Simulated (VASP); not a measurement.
# SnSe2 (P-3m1) in VASP: a series of runs

Aim: see how the results for SnSe2 move with the level of theory and the settings. Levels: LDA, RPBE, PBE+D4. Tasks: relaxation of cell and atoms, single point.

Program: VASP 6.6.1. These are calculated values, not measurements. Logs are shortened: lines on timing, memory, paths and dates and some standing lists are left out, and cuts for length are marked.

**1. The cell of the first run**

Symmetry: P-3m1, No. 164, trigonal system. The conventional cell has a = 3.811 Å, b = 3.811 Å, c = 6.136 Å, α = 90.00°, β = 90.00°, γ = 120.00°. Within 3.5 Å of Sn (site symmetry -3m) lie 6 Se at 2.68 Å. Within 3.5 Å of Se (site symmetry 3m) lie 3 Sn at 2.68 Å.

**2. Relaxation of cell and atoms, LDA**

INCAR

```
SYSTEM = SnSe2
  PREC = Accurate
  ENCUT = 600
  EDIFF = 1E-7
  ISMEAR = -1
  SIGMA = 0.05
  LREAL = .FALSE.
  LASPH = .TRUE.
  NELM = 100
  ALGO = Normal
  ISIF = 3
  LWAVE = .FALSE.
  LCHARG = .FALSE.
  GGA = CA
  IBRION = 2
  NSW = 60
  EDIFFG = -0.01
```

KPOINTS

```
regular mesh
0
G
  8 8 5
  0 0 0
```

POSCAR

```
SnSe2
1.0
    3.8110000000      0.0000000000      0.0000000000
   -1.9055000000      3.3004228138      0.0000000000
    0.0000000000      0.0000000000      6.1360000000
Sn Se
1 2
Direct
    0.0000000000      0.0000000000      0.0000000000
    0.6666666667      0.3333333333      0.7510000000
    0.3333333333      0.6666666667      0.2490000000
```

Potentials or basis: VASP PAW LDA potentials, release 64 (Sn_d, Se).

Run with:

```
$ cat potpaw_LDA.64/Sn_d/POTCAR potpaw_LDA.64/Se/POTCAR > POTCAR
$ mpirun -np 1 vasp_std > vasp.out
```

OUTCAR:

```text
SYSTEM = SnSe2
   PREC = Accurate
   ENCUT = 600
   EDIFF = 1E-7
   ISMEAR = -1
   LREAL = .FALSE.
   LASPH = .TRUE.
   NELM = 100
   ISIF = 3
   GGA = CA
   IBRION = 2
   NSW = 60
   EDIFFG = -0.01

 ion  position               nearest neighbor table
   1  0.000  0.000  0.000-   2 2.68   3 2.68   3 2.68   2 2.68   2 2.68   3 2.68
   2  0.667  0.333  0.751-   1 2.68   1 2.68   1 2.68
   3  0.333  0.667  0.249-   1 2.68   1 2.68   1 2.68

  LATTYP: Found a hexagonal cell.
 ALAT       =     3.8110000000
 C/A-ratio  =     1.6100760955

  Lattice vectors:

 A1 = (   3.8110000000,   0.0000000000,   0.0000000000)
 A2 = (  -1.9055000000,   3.3004228138,   0.0000000000)
 A3 = (   0.0000000000,   0.0000000000,   6.1360000000)

Analysis of symmetry for initial positions (statically):
=====================================================================
 Subroutine PRICEL returns:
 Original cell was already a primitive cell.

 Routine SETGRP: Setting up the symmetry group for a
 hexagonal supercell.

 Subroutine GETGRP returns: Found 12 space group operations
 (whereof 12 operations were pure point group operations)
 out of a pool of 24 trial point group operations.

The static configuration has the point symmetry D_3d.

Analysis of symmetry for dynamics (positions and initial velocities):
=====================================================================
 Subroutine PRICEL returns:
 Original cell was already a primitive cell.

 Routine SETGRP: Setting up the symmetry group for a
 hexagonal supercell.

 Subroutine GETGRP returns: Found 12 space group operations
 (whereof 12 operations were pure point group operations)
 out of a pool of 24 trial point group operations.

The dynamic configuration has the point symmetry D_3d.

 Subroutine INISYM returns: Found 12 space group operations
 (whereof 12 operations are pure point group operations),
 and found     1 'primitive' translations

----------------------------------------------------------------------------------------

                                     Primitive cell

  volume of cell :      77.1781

  direct lattice vectors                    reciprocal lattice vectors
     3.811000000  0.000000000  0.000000000     0.262398321  0.151495741  0.000000000
    -1.905500000  3.300422814  0.000000000     0.000000000  0.302991482  0.000000000
     0.000000000  0.000000000  6.136000000     0.000000000  0.000000000  0.162972621

  length of vectors
     3.811000000  3.811000000  6.136000000     0.302991482  0.302991482  0.162972621

  position of ions in fractional coordinates (direct lattice)
     0.000000000  0.000000000  0.000000000
     0.666666667  0.333333333  0.751000000
     0.333333333  0.666666667  0.249000000

  ion indices of the primitive-cell ions
   primitive index   ion index
                 1           1
                 2           2
                 3           3

----------------------------------------------------------------------------------------

 KPOINTS: regular mesh

Automatic generation of k-mesh.
 Grid dimensions read from file:
 generate k-points for:    8    8    5

 Generating k-lattice:

  Cartesian coordinates                     Fractional coordinates (reciprocal lattice)
     0.032799790  0.018936968  0.000000000     0.125000000  0.000000000  0.000000000
     0.000000000  0.037873935  0.000000000     0.000000000  0.125000000  0.000000000
     0.000000000  0.000000000  0.032594524     0.000000000  0.000000000  0.200000000

  Length of vectors
     0.037873935  0.037873935  0.032594524

  Shift w.r.t. Gamma in fractional coordinates (k-lattice)
     0.000000000  0.000000000  0.000000000

 Subroutine IBZKPT returns following result:
 ===========================================

 Found     40 irreducible k-points:

 Following reciprocal coordinates:
            Coordinates               Weight
  0.000000  0.000000  0.000000      1.000000
  0.125000  0.000000  0.000000      6.000000
  0.250000  0.000000  0.000000      6.000000
  0.375000  0.000000  0.000000      6.000000
[... 43 lines left out ...]
  -------------------------------------------------------------------------------------
  Total        0.2084154      0.2084154      1.0068744     -0.0000000     -0.0000000      0.0000000
  in kB        4.3265974      4.3265974     20.9022004     -0.0000000     -0.0000000      0.0000000
  external PRESSURE =       9.8517984 kB  Pullay stress =       0.0000000 kB
[... 92 lines left out ...]
  FREE ENERGIE OF THE ION-ELECTRON SYSTEM (eV)
  ---------------------------------------------------
  free  energy   TOTEN  =       -13.7699832876 eV

  energy  without entropy=      -13.7698694258  energy(sigma->0) =      -13.76992636

 E-fermi :   4.6820     XC(G=0):  -9.9192

 val. band max:        4.3599956148   @ k =   0.1250   0.0000   0.0000
 cond. band min:       4.9454665787   @ k =   0.5000   0.0000   0.4000
 fundamental gap:      0.5854709639
 Fermi energy:         4.6819581101

 k-point     1 :       0.0000    0.0000    0.0000
  band No.  band energies     occupation
      1     -16.8316      2.00000
      2     -16.8316      2.00000
      3     -16.7862      2.00000
      4     -16.7732      2.00000
      5     -16.7732      2.00000
      6      -9.6897      2.00000
[... 9 lines left out ...]
     16       8.9805      0.00000
     17       8.9805      0.00000
[... 443 lines left out ...]
      1     -16.8679      2.00000
      2     -16.8274      2.00000
      3     -16.7844      2.00000
      4     -16.7685      2.00000
      5     -16.7476      2.00000
      6      -8.0613      2.00000
[... 9 lines left out ...]
     16      10.1882      0.00000
     17      10.9313      0.00000

 [... further k-points ...]

[... ionic steps 4 to 16 ...]

--------------------------------------- Ionic step       17  -------------------------------------------

 number of electron      25.9999998 magnetization

------------------------ aborting loop because EDIFF is reached ----------------------------------------

  FORCE on cell =-STRESS in cart. coord.  units (eV):
  Direction    XX          YY          ZZ          XY          YZ          ZX
  --------------------------------------------------------------------------------------
  -------------------------------------------------------------------------------------
  Total       -0.0487220     -0.0487220     -0.1458956     -0.0000000     -0.0000000      0.0000000
  in kB       -1.0528943     -1.0528943     -3.1528387     -0.0000000     -0.0000000      0.0000000
  external PRESSURE =      -1.7528758 kB  Pullay stress =       0.0000000 kB
[... 59 lines left out ...]
  energy  without entropy=      -13.7917652553  energy(sigma->0) =      -13.79210340

--------------------------------------- Ionic step       19  -------------------------------------------

 number of electron      25.9999997 magnetization

 Free energy of the ion-electron system (eV)
  ---------------------------------------------------
  ext. energy  EPLUGINS =         0.00000000
  ---------------------------------------------------
  free energy    TOTEN  =       -13.79246174 eV

  energy without entropy =      -13.79179493  energy(sigma->0) =      -13.79212834

 E-fermi :   4.9929     XC(G=0): -10.0474

 val. band max:        4.8152523763   @ k =   0.1250   0.0000   0.0000
 cond. band min:       5.1716141435   @ k =   0.0000   0.3750   0.4000
 fundamental gap:      0.3563617672
 Fermi energy:         4.9928974828

 k-point     1 :       0.0000    0.0000    0.0000
  band No.  band energies     occupation
      1     -16.5816      2.00000
      2     -16.5816      2.00000
      3     -16.5402      2.00000
      4     -16.5272      2.00000
      5     -16.5272      2.00000
      6      -9.4430      2.00000
[... 9 lines left out ...]
     16       9.2073      0.00000
     17       9.2073      0.00000
[... 443 lines left out ...]
      1     -16.6160      2.00000
      2     -16.5782      2.00000
      3     -16.5371      2.00000
      4     -16.5226      2.00000
      5     -16.5035      2.00000
      6      -7.8307      2.00000
[... 9 lines left out ...]
     16      10.3758      0.00000
     17      11.2328      0.00000

 [... further k-points ...]
[... 5 lines left out ...]
  --------------------------------------------------------------------------------------
  -------------------------------------------------------------------------------------
  Total       -0.0178238     -0.0178238     -0.0064269     -0.0000000     -0.0000000      0.0000000
  in kB       -0.3861518     -0.3861518     -0.1392387     -0.0000000     -0.0000000      0.0000000
  external PRESSURE =      -0.3038474 kB  Pullay stress =       0.0000000 kB
[... 18 lines left out ...]
  FREE ENERGIE OF THE ION-ELECTRON SYSTEM (eV)
  ---------------------------------------------------
  free  energy   TOTEN  =       -13.7924617438 eV

  energy  without entropy=      -13.7917949307  energy(sigma->0) =      -13.79212834

 reached required accuracy - stopping structural energy minimisation
```

It took 5.5 min on 1 thread of Intel Xeon 6975P-C (Granite Rapids), shared host; peak memory 0.21 GiB.

Results:

```yaml
Free_energy: -13.7925 eV
Relaxed_volume: 24.65 Å³/atom
Relaxed_cell: a = 3.806 Å, b = 3.806 Å, c = 5.896 Å, α = 90.00°, β = 90.00°, γ = 120.00°
Space_group_after_relaxing_to_0.05_Å: P-3m1 (No. 164)
Energy_gained_by_relaxing: 12.5 meV/atom
Ionic_steps: 19
Pressure_after_relaxing: 0.0 GPa
Largest_force_after_relaxing: 0.004 eV/Å
Band_gap_on_the_k_mesh: 0.36 eV, indirect (least direct gap 0.67 eV)
```

Forces on the atoms (eV/Å):
```
Sn   0.000  0.000  0.000
Se   0.000  0.000 -0.004
Se   0.000  0.000  0.004
```

The path:
| step | energy change (eV) | largest force (eV/Å) | pressure (GPa) | volume (Å³) |
| --- | --- | --- | --- | --- |
| 1 | 0.0000 | 0.5056 | 0.99 | 77.18 |
| 2 | -0.0127 | 0.0133 | -1.46 | 78.95 |
| 3 | -0.0151 | 0.1292 | -0.80 | 78.44 |
| 4 | -0.0215 | 0.0890 | -0.34 | 77.45 |
| 5 | -0.0224 | 0.0660 | -0.09 | 76.91 |
| 6 | -0.0246 | 0.0850 | 0.03 | 76.55 |
| 7 | -0.0294 | 0.1426 | 0.41 | 75.49 |
| 8 | -0.0299 | 0.2554 | 1.38 | 73.35 |
| 9 | -0.0313 | 0.2124 | 0.97 | 74.24 |
| 10 | -0.0320 | 0.2018 | 0.90 | 74.21 |
| 11 | -0.0338 | 0.1702 | 0.73 | 74.13 |
| 12 | -0.0363 | 0.1091 | 0.40 | 73.98 |
| 13 | -0.0365 | 0.0038 | -0.18 | 73.64 |
| 14 | -0.0371 | 0.0454 | 0.08 | 73.79 |
| 15 | -0.0372 | 0.0380 | 0.05 | 73.83 |
| 16 | -0.0375 | 0.0154 | -0.03 | 73.93 |
| 17 | -0.0374 | 0.0297 | -0.18 | 74.14 |
| 18 | -0.0375 | 0.0009 | -0.08 | 74.00 |
| 19 | -0.0375 | 0.0039 | -0.03 | 73.95 |

Final structure:
```xyz
3
Lattice="3.8056 0.0000 0.0000 -1.9028 3.2957 0.0000 0.0000 0.0000 5.8962" Properties=species:S:1:pos:R:3 pbc="T T T"
Sn    0.0000    0.0000    0.0000
Se    1.9028    1.0986    4.3191
Se    0.0000    2.1972    1.5772
```

Levels at points of the mesh, in eV from the valence-band top:
| k point | band 10 | band 11 | band 12 | band 13 | band 14 | band 15 | band 16 | band 17 |
| --- | --- | --- | --- | --- | --- | --- | --- | --- |
| (0.00, 0.00, 0.00) | -0.82 | -0.65 | -0.65 | -0.09 | 0.58 | 2.73 | 4.39 | 4.39 |
| (0.50, 0.00, 0.00) | -3.49 | -2.87 | -1.91 | -0.41 | 1.07 | 3.32 | 4.75 | 4.76 |

Caveat: spin-orbit coupling is left out, which moves the levels of the heavy elements.

**3. Relaxation of cell and atoms, RPBE**

INCAR

```
  PREC = Accurate
  ENCUT = 600
  EDIFF = 1E-6
  ISMEAR = -1
  SIGMA = 0.05
  LREAL = F
  LASPH = T
  NELM = 80
  ALGO = Normal
  ISIF = 3
  LWAVE = F
  LCHARG = F
  GGA = RP
  IBRION = 2
  NSW = 60
  EDIFFG = -0.01
```

KPOINTS

```
regular mesh
0
Gamma
  8 8 5
```

POSCAR is that of step 2.

Potentials or basis: VASP PAW PBE potentials, release 64 (Sn_d, Se).

Run with:

```
$ cat potpaw_PBE.64/Sn_d/POTCAR potpaw_PBE.64/Se/POTCAR > POTCAR
$ mpirun -np 1 vasp_std > vasp.out
```

Run time: 9.4 min. Hardware: 1 thread of Intel Xeon 6975P-C (Granite Rapids), shared host; peak memory 0.25 GiB.

It converged, with:

```
Free energy                            : -10.9790 eV
Relaxed volume                         : 35.70 Å³/atom
Relaxed cell                           : a = 3.915 Å, b = 3.915 Å, c = 8.069 Å, α = 90.00°, β = 90.00°, γ = 120.00°
Space group after relaxing (to 0.05 Å) : P-3m1 (No. 164)
Energy gained by relaxing              : 94.0 meV/atom
Ionic steps                            : 37
Pressure after relaxing                : 0.0 GPa
Band gap on the k mesh                 : 0.83 eV, indirect (least direct gap 1.12 eV)
```

Step by step:
```csv
step,energy change (eV),largest force (eV/Å),pressure (GPa),volume (Å³)
1,0.0000,0.8473,7.46,77.18
2,-0.0901,0.8478,-3.44,91.34
3,-0.1820,0.2455,0.15,84.89
4,-0.1820,0.2272,0.27,84.73
5,-0.1882,0.2092,0.23,85.23
6,-0.2047,0.1510,0.16,86.73
7,-0.2289,0.0250,0.14,89.76
8,-0.2447,0.2688,0.44,95.90
9,-0.2508,0.2193,0.26,96.71
10,-0.2640,0.0767,-0.23,99.11
11,-0.2702,0.1888,-1.01,103.90
12,-0.2710,0.1110,-0.79,102.52
13,-0.2772,0.0920,-0.42,102.51
14,-0.2794,0.0722,-0.06,102.47
15,-0.2795,0.0702,-0.02,102.47
16,-0.2798,0.0378,0.06,102.42
17,-0.2799,0.0125,0.12,102.38
18,-0.2800,0.0058,0.14,102.37
19,-0.2801,0.0101,0.04,102.67
20,-0.2802,0.0124,0.01,102.81
21,-0.2802,0.0124,0.00,102.83
22,-0.2802,0.0151,0.00,102.91
23,-0.2804,0.0227,-0.03,103.15
24,-0.2807,0.0377,-0.08,103.64
25,-0.2809,0.0667,-0.16,104.60
26,-0.2809,0.0656,-0.16,104.62
27,-0.2810,0.0630,-0.15,104.68
28,-0.2812,0.0570,-0.11,104.78
29,-0.2814,0.0450,-0.06,105.00
30,-0.2817,0.0201,0.06,105.44
31,-0.2817,0.0120,0.10,105.58
32,-0.2818,0.0093,0.09,105.79
33,-0.2820,0.0005,0.06,106.43
34,-0.2820,0.0179,0.00,107.71
35,-0.2820,0.0096,0.03,107.10
36,-0.2820,0.0089,0.04,107.04
37,-0.2820,0.0019,-0.01,107.11
```

Final structure:
```
Sn Se
1.0
     3.91515    0.00000    0.00000
    -1.95757    3.39062    0.00000
     0.00000    0.00000    8.06892
Sn Se
1 2
Direct
  0.00000 0.00000 0.00000
  0.66667 0.33333 0.80203
  0.33333 0.66667 0.19797
```

Levels at points of the mesh, in eV from the valence-band top:
| k point | band 9 | band 10 | band 11 | band 12 | band 13 | band 14 | band 15 | band 16 | band 17 |
| --- | --- | --- | --- | --- | --- | --- | --- | --- | --- |
| (0.00, 0.00, 0.00) | -0.74 | -0.45 | -0.45 | -0.10 | -0.10 | 1.30 | 3.11 | 4.56 | 4.56 |
| (0.50, 0.00, 0.00) | -4.01 | -2.10 | -2.07 | -0.58 | -0.28 | 0.88 | 4.09 | 5.68 | 5.89 |

Caveat: the volume moved by over 15 % at a fixed basis, so the end points are rough; the PAW data sets were made with another functional, which shifts forces and pressure a little; spin-orbit coupling is left out, which moves the levels of the heavy elements; this functional lacks dispersion, which binds the layers, so the pressure and a relaxed spacing across them are unreliable; the volume moved by +39 % from the deposited cell, more than functionals usually miss.

**4. Single point, RPBE**

INCAR

```
SYSTEM = SnSe2
PREC = Accurate
ENCUT = 520
EDIFF = 1E-7
ISMEAR = 0
SIGMA = 0.1
LREAL = .FALSE.
LASPH = .TRUE.
NELM = 60
ALGO = Normal
ISIF = 2
LWAVE = .FALSE.
LCHARG = .FALSE.
GGA = RP
NBANDS = 20
```

KPOINTS

```
Automatic mesh
0
G
  8 8 5
  0 0 0
```

POSCAR is that of step 3.

Run with:

```
$ cat potpaw_PBE.64/Sn_d/POTCAR potpaw_PBE.64/Se/POTCAR > POTCAR
$ mpirun -np 1 vasp_std > vasp.out
```

Run time: 78 s. Hardware: 1 thread of Intel Xeon Platinum 8375C at 2.90GHz (Ice Lake), shared host; peak memory 0.21 GiB.

Results (log left out):

| Property | Result |
| --- | --- |
| Free energy | -10.6972 eV |
| Pressure | 7.5 GPa |
| Largest force | 0.847 eV/Å |
| Band gap on the k mesh | 0.88 eV, indirect (least direct gap 1.22 eV) |

Forces in eV/Å, atoms in the order of the input:
```
Sn   0.000  0.000  0.000
Se   0.000  0.000 -0.847
Se   0.000  0.000  0.847
```

Stress tensor (GPa, compression positive):
```
6.94 0.00 0.00
0.00 6.94 0.00
0.00 0.00 8.48
```

Levels at points of the mesh, in eV from the valence-band top:
| k point | band 10 | band 11 | band 12 | band 13 | band 14 | band 15 | band 16 | band 17 |
| --- | --- | --- | --- | --- | --- | --- | --- | --- |
| (0.00, 0.00, 0.00) | -0.69 | -0.40 | -0.40 | -0.01 | 1.22 | 3.04 | 4.69 | 4.69 |
| (0.50, 0.00, 0.00) | -2.88 | -2.67 | -1.16 | -0.31 | 1.21 | 3.89 | 5.54 | 5.55 |

Caveat: the PAW data sets were made with another functional, which shifts forces and pressure a little; spin-orbit coupling is left out, which moves the levels of the heavy elements; this functional lacks dispersion, which binds the layers, so the pressure and a relaxed spacing across them are unreliable. A k mesh can miss the band edges.

**5. Single point, PBE+D4**

INCAR

```
SYSTEM = SnSe2
PREC = Accurate
ENCUT = 520
EDIFF = 1E-6
ISMEAR = 0
SIGMA = 0.1
LREAL = .False.
LASPH = .True.
NELM = 60
ALGO = Normal
ISIF = 2
LWAVE = .False.
LCHARG = .False.
GGA = PE
IVDW = 13
NBANDS = 20
```

KPOINTS

```
regular mesh
0
Gamma
  8 8 5
  0 0 0
```

POSCAR is that of step 4.

Run with:

```
$ cat potpaw_PBE.64/Sn_d/POTCAR potpaw_PBE.64/Se/POTCAR > POTCAR
$ mpirun -np 1 vasp_std > vasp.out
```

Wall time 49 s (1 thread of Intel Xeon Platinum 8375C at 2.90GHz (Ice Lake), shared host); peak memory 0.22 GiB.

The run converged. Its results:

```
Free energy                : -12.9355 eV
Pressure                   : 3.2 GPa
Largest force              : 0.815 eV/Å
Band gap on the k mesh     : 0.81 eV, indirect (least direct gap 1.09 eV)
Dispersion energy per atom : -0.396 eV
```

Forces on the atoms (eV/Å):
```
Sn   0.000  0.000  0.000
Se   0.000  0.000 -0.815
Se   0.000  0.000  0.815
```

Stress tensor (GPa, compression positive):
```
2.73 0.00 0.00
0.00 2.73 0.00
0.00 0.00 4.28
```

Levels at points of the mesh, in eV from the valence-band top:
```tsv
k point	band 10	band 11	band 12	band 13	band 14	band 15	band 16	band 17
(0.00, 0.00, 0.00)	-0.70	-0.40	-0.40	-0.01	1.09	2.94	4.64	4.64
(0.50, 0.00, 0.00)	-2.91	-2.69	-1.20	-0.31	1.15	3.79	5.45	5.49
```

Caveat: spin-orbit coupling is left out, which moves the levels of the heavy elements. A k mesh can miss the band edges.

**6. Summary**

```csv
task,level,potentials or basis,cell,cutoff (eV),smearing,gap on the mesh (eV),pressure (GPa),relaxed volume (Å³/atom),largest force (eV/Å)
relaxation of cell and atoms,LDA,"VASP PAW LDA potentials, release 64 (Sn_d, Se)",relaxed,600,fermi-dirac 0.05 eV,0.36,0.0,24.65,-
relaxation of cell and atoms,RPBE,"VASP PAW PBE potentials, release 64 (Sn_d, Se)",relaxed,600,fermi-dirac 0.05 eV,0.83,0.0,35.70,-
single point,RPBE,"VASP PAW PBE potentials, release 64 (Sn_d, Se)",as given,520,gaussian 0.1 eV,0.88,7.5,-,0.85
single point,PBE+D4,"VASP PAW PBE potentials, release 64 (Sn_d, Se)",as given,520,gaussian 0.1 eV,0.81,3.2,-,0.82
```

Alike in all rows: no spin polarisation; k mesh 8 × 8 × 5.

Caveats: spin-orbit coupling is left out, which moves the levels of the heavy elements; the PAW data sets were made with another functional, which shifts forces and pressure a little (some runs); this functional lacks dispersion, which binds the layers, so the pressure and a relaxed spacing across them are unreliable (some runs); the volume moved by over 15 % at a fixed basis, so the end points are rough (some runs); the volume moved by +39 % from the deposited cell, more than functionals usually miss (some runs).

Absolute energies hang on the potentials; compare differences alone.
